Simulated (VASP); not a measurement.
Write the native input for VASP 6.6.1 that does the following.

| Property | Result |
| --- | --- |
| Task | single point |
| Functional | PBE |
| Potentials or basis | VASP PAW PBE potentials, release 64 (In_d, Sb) |
| Cutoff | 520 eV |
| k mesh | 12 × 12 × 12 |
| Occupations | gaussian, width 0.1 eV |
| Spin | no spin polarisation |
| Dipole correction | no |
| Further INCAR settings | ALGO = Normal; EDIFF = 1e-06; NBANDS = 16 |

The structure of InSb lies in POSCAR:

```
InSb
1.0
    0.0000000000      3.2839133532      3.2839133532
    3.2839133532      0.0000000000      3.2839133532
    3.2839133532      3.2839133532      0.0000000000
In Sb
1 1
Direct
    0.0000000000      0.0000000000      0.0000000000
    0.2500000000      0.2500000000      0.2500000000
```

This cell differs from its parent crystal: volume scaled by 0.97.

The input as run:

INCAR

```
PREC = Accurate ; ENCUT = 520
EDIFF = 1E-6 ; ISMEAR = 0
SIGMA = 0.1 ; LREAL = False
LASPH = True ; NELM = 100
ALGO = Normal ; ISIF = 2
LWAVE = False ; LCHARG = True
GGA = PE ; LELF = True
LVHAR = True ; NBANDS = 16
```

KPOINTS

```
Automatic mesh
0
Gamma
  12 12 12
```

Potentials or basis: VASP PAW PBE potentials, release 64 (In_d, Sb).

Launch:

```sh
$ cat potpaw_PBE.64/In_d/POTCAR potpaw_PBE.64/Sb/POTCAR > POTCAR
$ mpirun -np 1 vasp_std > vasp.out
```

It gave:

The pressure is 1.2 GPa and the band gap on the k mesh is zero (filled and empty bands touch).

Caveat: spin-orbit coupling is left out, which moves the levels of the heavy elements.

Run time: 90 s on 1 thread of AMD EPYC 7R43 64-Core Processor (Zen 3), with other jobs on the host, peak memory 0.22 GiB.
